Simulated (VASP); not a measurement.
ZnS: single point with PBE

The system is ZnS.

```xyz
2
Lattice="0.0000 2.7216 2.7624 2.7216 0.0000 2.7624 2.7216 2.7216 0.0000" Properties=species:S:1:pos:R:3 pbc="T T T"
Zn    0.0000    0.0000    0.0000
S     4.0823    4.0823    4.1436
```

This cell differs from its parent crystal: strain +0.000 along x and y, +0.015 along z.

```json
{
 "Program": "VASP 6.6.1",
 "Task": "single point",
 "Functional": "PBE",
 "Potentials or basis": "VASP PAW PBE potentials, release 64 (Zn, S)",
 "Cutoff": "520 eV",
 "k mesh": "8 × 8 × 8",
 "Occupations": "gaussian, width 0.05 eV",
 "Spin": "no spin polarisation",
 "Dipole correction": "no",
 "Further INCAR settings": "ALGO = Normal; EDIFF = 1e-07; NBANDS = 16"
}
```

| Quantity | Value |
| --- | --- |
| Pressure | -0.8 GPa |
| Band gap on the k mesh | 1.94 eV |

Stress tensor (GPa, compression positive):
```
-0.64  0.00  0.00
 0.00 -0.64  0.00
 0.00  0.00 -1.27
```

Levels at points of the mesh, in eV from the valence-band top:
```csv
k point,band 6,band 7,band 8,band 9,band 10,band 11,band 12,band 13
"(0.00, 0.00, 0.00)",-5.76,-0.05,0.00,0.00,1.94,6.40,6.40,6.40
"(0.50, 0.00, 0.00)",-5.57,-5.07,-0.87,-0.79,3.22,6.87,6.99,8.72
"(0.50, 0.50, 0.00)",-5.57,-4.49,-2.06,-2.06,3.52,4.15,10.60,11.72
"(0.50, 0.00, 0.50)",-5.55,-4.40,-2.15,-2.12,3.45,4.01,10.76,11.63
```

It took 51 s on 1 thread of Intel Xeon 8259CL, with other jobs on the host, peak memory 0.19 GiB.

Caveat: the cell differs from its parent crystal (strain +0.000 along x and y, +0.015 along z).
